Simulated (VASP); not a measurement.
Input of a VASP 6.6.1 run:

The input POSCAR:

```
Ta2C
1.0
    3.1101644563      0.0000000000      0.0000000000
   -1.5550822281      2.6934814291      0.0000000000
    0.0000000000      0.0000000000      4.9422989465
Ta C
2 1
Direct
    0.3333333333      0.6666666667      0.2535635792
    0.6666666667      0.3333333333      0.7464364208
    0.0000000000      0.0000000000      0.0000000000
```

INCAR.step1

```
PREC = Accurate ; ENCUT = 520
ISMEAR = 0 ; SIGMA = 0.1
LREAL = False ; LASPH = True
NELM = 80 ; NBANDS = 20
GGA = PE ; ALGO = Normal
EDIFF = 1E-4 ; LWAVE = True
LCHARG = False
```

INCAR.step2

```
PREC = Accurate ; ENCUT = 520
EDIFF = 1E-6 ; ISMEAR = 0
SIGMA = 0.1 ; LREAL = False
LASPH = True ; NELM = 80
ALGO = Normal ; ISIF = 2
LWAVE = False ; LCHARG = True
METAGGA = R2SCAN ; LMIXTAU = True
LELF = True ; LVHAR = True
NBANDS = 20 ; ISTART = 1
```

The input KPOINTS:

```
Automatic mesh
0
Gamma
  12 12 7
```

Potentials or basis: VASP PAW PBE potentials, release 64 (Ta_pv, C).

The run is started by

```sh
$ cat potpaw_PBE.64/Ta_pv/POTCAR potpaw_PBE.64/C/POTCAR > POTCAR
$ cp INCAR.step1 INCAR
$ mpirun -np 1 vasp_std > vasp.out
$ cp INCAR.step2 INCAR
$ mpirun -np 1 vasp_std > vasp.out
```

(1) What does it give for the largest force?

(2) Estimate the band gap on the k mesh.

Answers

(1) 0.005 eV/Å.

(2) zero (bands 13 and 14 overlap by 0.72 eV).

Caveat: the PAW data sets were made with another functional, which shifts forces and pressure a little; spin-orbit coupling is left out, which moves the levels of the heavy elements.
